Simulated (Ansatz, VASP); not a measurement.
ZrSi7: VASP beside Ansatz

```xyz
8
Lattice="3.7798 0.0000 0.0000 0.0000 3.7798 0.0000 0.0000 0.0000 8.5880" Properties=species:S:1:pos:R:3 pbc="T T T"
Zr    0.0000    0.0000    0.0000
Si    1.8899    1.8899    0.0000
Si    0.0000    1.8899    2.2424
Si    1.8899    0.0000    2.2424
Si    0.0000    1.8899    6.3456
Si    1.8899    0.0000    6.3456
Si    0.0000    0.0000    4.2940
Si    1.8899    1.8899    4.2940
```

Alike in both runs: functional PBE; k mesh 8 × 8 × 4; occupations gaussian, width 0.1 eV; no spin polarisation.

Ansatz relaxed the structure, and its values are those at the end. VASP's run is a single point on that final structure, the one shown.

|  | VASP | Ansatz |
| --- | --- | --- |
| version | VASP 6.6.1 | Ansatz 0.2.0 |
| potentials or method | VASP PAW PBE potentials, release 64 (Zr_sv, Si), cutoff 520 eV | scalar-relativistic, plane waves, PAW |
| valence electrons in the cell | 40 | 40 |

|  | VASP | Ansatz | Ansatz less VASP |
| --- | --- | --- | --- |
| gap on the k mesh at the Fermi level (eV) | none | none | - |
| pressure (GPa) | 0.0 | 0.0 | +0.01 |

A gap of «none» marks a metal or a gap that the smearing closes.
